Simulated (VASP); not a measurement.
A run of VASP 6.6.1 is set up as follows.

Contents of INCAR:

```
SYSTEM = Pd
  ALGO = Normal
  EDIFF = 1E-6
  ENCUT = 520
  GGA = PE
  ISIF = 2
  ISMEAR = -1
  LASPH = .True.
  LCHARG = .False.
  LREAL = .False.
  LWAVE = .False.
  NBANDS = 17
  NELM = 80
  PREC = Accurate
  SIGMA = 0.05
```

KPOINTS

```
k-points
0
Gamma
  14 14 7
  0 0 0
```

Contents of POSCAR:

```
Pd
1.0
    2.6368774808      0.0000000000      0.0000000000
   -1.3184387404      2.2836028851      0.0000000000
    0.0000000000      0.0000000000      4.3848033122
Pd
2
Direct
    0.6666666667      0.3333333333      0.7500000000
    0.3333333333      0.6666666667      0.2500000000
```

Potentials or basis: VASP PAW PBE potentials, release 64 (Pd).

Run with:

```console
$ cat potpaw_PBE.64/Pd/POTCAR > POTCAR
$ mpirun -np 1 vasp_std > vasp.out
```

**Question.** Estimate the pressure.

**Answer.** 38.2 GPa.

**Question.** Estimate the band gap on the k mesh.

**Answer.** Zero (bands 10 and 11 overlap by 0.97 eV).

Stress tensor (GPa, compression positive):
```
37.97  0.00  0.00
 0.00 37.97  0.00
 0.00  0.00 38.78
```

Caveat: the cell stands under pressure.
